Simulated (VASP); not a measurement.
# C (I4_1/amd) in VASP: single point with LDA

Aim: the single point of C with LDA.

All numbers are computed with VASP 6.6.1; they aren't measurements. Logs are shortened: lines on timing, memory, paths and dates and some standing lists are left out, and cuts for length are marked.

## 1. The cell of the first run

Symmetry: I4_1/amd, No. 141, tetragonal system. The conventional cell has a = 2.432 Å, b = 2.432 Å, c = 3.717 Å, α = 90.00°, β = 90.00°, γ = 90.00°. Within 2.0 Å of C (site symmetry -4m2) lie 4 C at 1.53 Å.

## 2. Single point, LDA

Contents of INCAR:

```
SYSTEM = C
PREC = Accurate
ENCUT = 1300
EDIFF = 1E-6
ISMEAR = 0
SIGMA = 0.05
LREAL = .False.
LASPH = .True.
NELM = 120
ALGO = Normal
ISIF = 2
LWAVE = .False.
LCHARG = .False.
GGA = CA
NBANDS = 11
GGA_COMPAT = .False.
```

Contents of KPOINTS:

```
Automatic mesh
0
Gamma
  12 12 12
  0 0 0
```

Contents of POSCAR:

```
C
1.0
    0.0000000000      1.7194186413      1.8584730372
    1.7194186413      0.0000000000      1.8584730372
    1.7194186413      1.7194186413      0.0000000000
C
2
Direct
    0.5000000000      0.5000000000      0.5000000000
    0.7500000000      0.7500000000      0.7500000000
```

Potentials or basis: VASP PAW LDA potentials, release 64 (C_h).

On the command line:

```bash
$ cat potpaw_LDA.64/C_h/POTCAR > POTCAR
$ mpirun -np 1 vasp_std > vasp.out
```

OUTCAR:

```text
SYSTEM = C
   PREC = Accurate
   ENCUT = 1300
   EDIFF = 1E-6
   ISMEAR = 0
   LREAL = .False.
   LASPH = .True.
   NELM = 120
   ISIF = 2
   GGA = CA

 ion  position               nearest neighbor table
   1  0.500  0.500  0.500-
   2  0.750  0.750  0.750-

  LATTYP: Found a body centered tetragonal cell.
 ALAT       =     2.4316251619
 C/A-ratio  =     1.5285851342

  Lattice vectors:

 A1 = (  -1.7194186413,   0.0000000000,   1.8584730372)
 A2 = (   1.7194186413,   0.0000000000,   1.8584730372)
 A3 = (   0.0000000000,   1.7194186413,  -1.8584730372)

Analysis of symmetry for initial positions (statically):
=====================================================================
 Subroutine PRICEL returns:
 Original cell was already a primitive cell.

 Routine SETGRP: Setting up the symmetry group for a
 body centered tetragonal supercell.

 Subroutine GETGRP returns: Found 16 space group operations
 (whereof  8 operations were pure point group operations)
 out of a pool of 16 trial point group operations.

The static configuration has the point symmetry D_2d.
 The point group associated with its full space group is D_4h.

Analysis of symmetry for dynamics (positions and initial velocities):
=====================================================================
 Subroutine PRICEL returns:
 Original cell was already a primitive cell.

 Routine SETGRP: Setting up the symmetry group for a
 body centered tetragonal supercell.

 Subroutine GETGRP returns: Found 16 space group operations
 (whereof  8 operations were pure point group operations)
 out of a pool of 16 trial point group operations.

The dynamic configuration has the point symmetry D_2d.
 The point group associated with its full space group is D_4h.

 Subroutine INISYM returns: Found 16 space group operations
 (whereof  8 operations are pure point group operations),
 and found     1 'primitive' translations

----------------------------------------------------------------------------------------

                                     Primitive cell

  volume of cell :      10.9888

  direct lattice vectors                    reciprocal lattice vectors
     0.000000000  1.719418641  1.858473037    -0.290795963  0.290795963  0.269038070
     1.719418641  0.000000000  1.858473037     0.290795963 -0.290795963  0.269038070
     1.719418641  1.719418641  0.000000000     0.290795963  0.290795963 -0.269038070

  length of vectors
     2.531861468  2.531861468  2.431625162     0.491432669  0.491432669  0.491432669

  position of ions in fractional coordinates (direct lattice)
     0.500000000  0.500000000  0.500000000
     0.750000000  0.750000000  0.750000000

  ion indices of the primitive-cell ions
   primitive index   ion index
                 1           1
                 2           2

----------------------------------------------------------------------------------------

 KPOINTS: Automatic mesh

Automatic generation of k-mesh.
 Grid dimensions read from file:
 generate k-points for:   12   12   12

 Generating k-lattice:

  Cartesian coordinates                     Fractional coordinates (reciprocal lattice)
    -0.024232997  0.024232997  0.022419839     0.083333333  0.000000000  0.000000000
     0.024232997 -0.024232997  0.022419839     0.000000000  0.083333333  0.000000000
     0.024232997  0.024232997 -0.022419839     0.000000000  0.000000000  0.083333333

  Length of vectors
     0.040952722  0.040952722  0.040952722

  Shift w.r.t. Gamma in fractional coordinates (k-lattice)
     0.000000000  0.000000000  0.000000000

 Subroutine IBZKPT returns following result:
 ===========================================

 Found    163 irreducible k-points:

 Following reciprocal coordinates:
            Coordinates               Weight
  0.000000  0.000000  0.000000      1.000000
  0.083333 -0.000000  0.000000      8.000000
  0.166667 -0.000000  0.000000      8.000000
  0.250000 -0.000000  0.000000      8.000000
  0.333333  0.000000  0.000000      8.000000
  0.416667 -0.000000  0.000000      8.000000
[... 16 lines left out ...]
  0.500000  0.166667  0.000000      8.000000
 -0.416667  0.166667  0.000000      8.000000
 [... further k-points ...]
   k-points           NKPTS =    163   k-points in BZ     NKDIM =    163   number of bands    NBANDS=     11
   number of dos      NEDOS =    301   number of ions     NIONS =      2
   total plane-waves  NPLWV =  27000
   dimension x,y,z NGX =    30 NGY =   30 NGZ =   30
   dimension x,y,z NGXF=    60 NGYF=   60 NGZF=   60
   ions per type =               2
   NGX,Y,Z   is equivalent  to a cutoff of  19.70, 19.70, 20.51 a.u.
   NGXF,Y,Z  is equivalent  to a cutoff of  39.40, 39.40, 41.02 a.u.
 SYSTEM =  C
   PREC   = accura    normal or accurate (medium, high low for compatibility)
   ISTART =      0    job   : 0-new  1-cont  2-samecut
   ICHARG =      2    charge: 1-file 2-atom 10-const
   ISPIN  =      1    spin polarized calculation?
   LNONCOLLINEAR =      F non collinear calculations
   LSORBIT =      F    spin-orbit coupling
   LASPH  =      T    aspherical Exc in radial PAW
   ENCUT  = 1300.0 eV  95.55 Ry    9.77 a.u.   7.44  7.44  7.15*2*pi/ulx,y,z
   NELM   =    120;   NELMIN=  2; NELMDL= -5     # of ELM steps
   EDIFF  = 0.1E-05   stopping-criterion for ELM
   LREAL  =      F    real-space projection
   EDIFFG = 0.1E-04   stopping-criterion for IOM
   NSW    =      0    number of steps for IOM
   IBRION =     -1    ionic relax: 0-MD 1-quasi-New 2-CG
   NFREE  =      0    steps in history (QN), initial steepest desc. (CG)
   ISIF   =      2    stress and relaxation
   ISYM   =      2    0-nonsym 1-usesym 2-fastsym
   POTIM  = 0.5000    time-step for ionic-motion
   TEBEG  =    0.0;   TEEND  =   0.0 temperature during run
   PSTRESS=    0.0 pullay stress
   NELECT =       8.0000    total number of electrons
   NUPDOWN=      -1.0000    fix difference up-down
   EMIN   =  10.00;   EMAX   =-10.00  energy-range for DOS
   EFERMI =   0.00;   METHOD = LEGACY
   ISMEAR =     0;   SIGMA  =   0.05  broadening in eV -4-tet -1-fermi 0-gaus
   EFERMI_NEDOS =   21; number of points for ismear=-14 and -15
   IALGO  =     38    algorithm
   IMIX   =      4    mixing-type and parameters
     AMIX     =   0.40;   BMIX     =  1.00
     AMIX_MAG =   1.60;   BMIX_MAG =  1.00
  volume/ion in A,a.u.               =       5.49        37.08
  Fermi-wavevector in a.u.,A,eV,Ry     =   1.472725  2.783047 29.509933  2.168919
  Thomas-Fermi vector in A             =   2.587705
   LORBIT       =      0    0 simple, 1 ext, 2 COOP (PROOUT), +10 PAW based schemes
   GGA     = CA    functional components
   LHFCALC =     F    Hartree Fock is set to
   AEXX    =    0.0000 exact exchange contribution
   IVDW    =     0    specifies the selected vdW correction
   LEPSILON=     F    determine dielectric tensor
   LRPA    =     F    only Hartree local field effects (RPA)
 non-spin polarized calculation
 Gauss-broadening in eV      SIGMA  =   0.05
  energy-cutoff  :     1300.00
  volume of cell :       10.99
 maximum number of plane-waves:      1184
 NGX is ok and might be reduce to    30
   NGX = 15   NGY = 15   NGZ = 15

 number of electron       8.0000000 magnetization

 Free energy of the ion-electron system (eV)
  ---------------------------------------------------
  ext. energy  EPLUGINS =         0.00000000
  ---------------------------------------------------
  free energy    TOTEN  =       -20.12785017 eV

  energy without entropy =      -20.12785017  energy(sigma->0) =      -20.12785017

 E-fermi :  12.1734     XC(G=0): -13.8142

 val. band max:       11.8181046526   @ k =   0.0000   0.0000   0.0000
 cond. band min:      15.0319420317   @ k =   0.3333   0.0000   0.3333
 fundamental gap:      3.2138373791
 Fermi energy:        12.1734408559

 k-point     1 :       0.0000    0.0000    0.0000
  band No.  band energies     occupation
      1     -10.3656      2.00000
      2      10.5139      2.00000
      3      11.8181      2.00000
      4      11.8181      2.00000
      5      16.7550      0.00000
      6      16.7550      0.00000
      7      17.7136      0.00000
      8      25.5359      0.00000
      9      30.8791      0.00000
     10      35.6588      0.00000
     11      36.4616      0.00000

 k-point     2 :       0.0833   -0.0000    0.0000
  band No.  band energies     occupation
      1     -10.1687      2.00000
      2       9.8088      2.00000
      3      10.9407      2.00000
      4      11.5059      2.00000
      5      17.2079      0.00000
      6      17.2170      0.00000
      7      18.3820      0.00000
      8      25.6507      0.00000
      9      31.1874      0.00000
     10      33.8580      0.00000
     11      37.6149      0.00000

 k-point     3 :       0.1667   -0.0000    0.0000
  band No.  band energies     occupation
      1      -9.5803      2.00000
      2       7.5412      2.00000
      3       9.8802      2.00000
      4      10.8494      2.00000
      5      17.9344      0.00000
      6      18.2122      0.00000
      7      19.6477      0.00000
      8      25.9793      0.00000
      9      31.6929      0.00000
     10      32.9531      0.00000
     11      35.6024      0.00000
[... 267 lines left out ...]
 k-point    23 :       0.5000    0.1667    0.0000
  band No.  band energies     occupation
      1      -4.6747      2.00000
      2      -0.6136      2.00000
      3       5.4260      2.00000
      4       8.0922      2.00000
      5      19.3041      0.00000
      6      22.4251      0.00000
      7      22.5543      0.00000
      8      26.6583      0.00000
      9      31.4805      0.00000
     10      34.7775      0.00000
     11      38.3258      0.00000

 k-point    24 :      -0.4167    0.1667    0.0000
  band No.  band energies     occupation
      1      -3.8333      2.00000
      2      -1.6005      2.00000
      3       4.9919      2.00000
      4       8.5146      2.00000
      5      19.7916      0.00000
      6      21.8703      0.00000
      7      22.4506      0.00000
      8      27.1153      0.00000
      9      31.4801      0.00000
     10      35.8769      0.00000
     11      35.9913      0.00000

 [... further k-points ...]

------------------------ aborting loop because EDIFF is reached ----------------------------------------

  FORCE on cell =-STRESS in cart. coord.  units (eV):
  Direction    XX          YY          ZZ          XY          YZ          ZX
  --------------------------------------------------------------------------------------
  -------------------------------------------------------------------------------------
  Total        1.9785219      1.9785219     -3.5270642      0.0000000      0.0000000      0.0000000
  in kB      288.4708370    288.4708370   -514.2501534      0.0000000      0.0000000      0.0000000
  external PRESSURE =      20.8971735 kB  Pullay stress =       0.0000000 kB

 VOLUME and BASIS-vectors are now :
 -----------------------------------------------------------------------------
  energy-cutoff  :     1300.00
  volume of cell :       10.99
      direct lattice vectors                 reciprocal lattice vectors
     0.000000000  1.719418641  1.858473037    -0.290795963  0.290795963  0.269038070
     1.719418641  0.000000000  1.858473037     0.290795963 -0.290795963  0.269038070
     1.719418641  1.719418641  0.000000000     0.290795963  0.290795963 -0.269038070

 POSITION                                       TOTAL-FORCE (eV/Angst)
 -----------------------------------------------------------------------------------
      1.71942      1.71942      1.85847        -0.000000     -0.000000     -0.000000
      2.57913      2.57913      2.78771         0.000000      0.000000      0.000000
 -----------------------------------------------------------------------------------
    total drift:                                0.000000     -0.000000     -0.000000

  FREE ENERGIE OF THE ION-ELECTRON SYSTEM (eV)
  ---------------------------------------------------
  free  energy   TOTEN  =       -20.1278501694 eV

  energy  without entropy=      -20.1278501694  energy(sigma->0) =      -20.12785017
```

Wall time 24 s (1 thread of Intel Xeon 6975P-C (Granite Rapids), shared host); peak memory 0.18 GiB.

Results:

* Free energy: -20.1279 eV
* Pressure: 2.1 GPa
* Band gap on the k mesh: 3.21 eV (least direct gap 4.94 eV)

Caveat: the cell differs from its parent crystal (strain +e along x and -e along y +0.0000, strain +e along z and -e/2 along x and y +0.0525); the stress differs along the axes, from -51 to 29 GPa. A k mesh can miss the band edges.
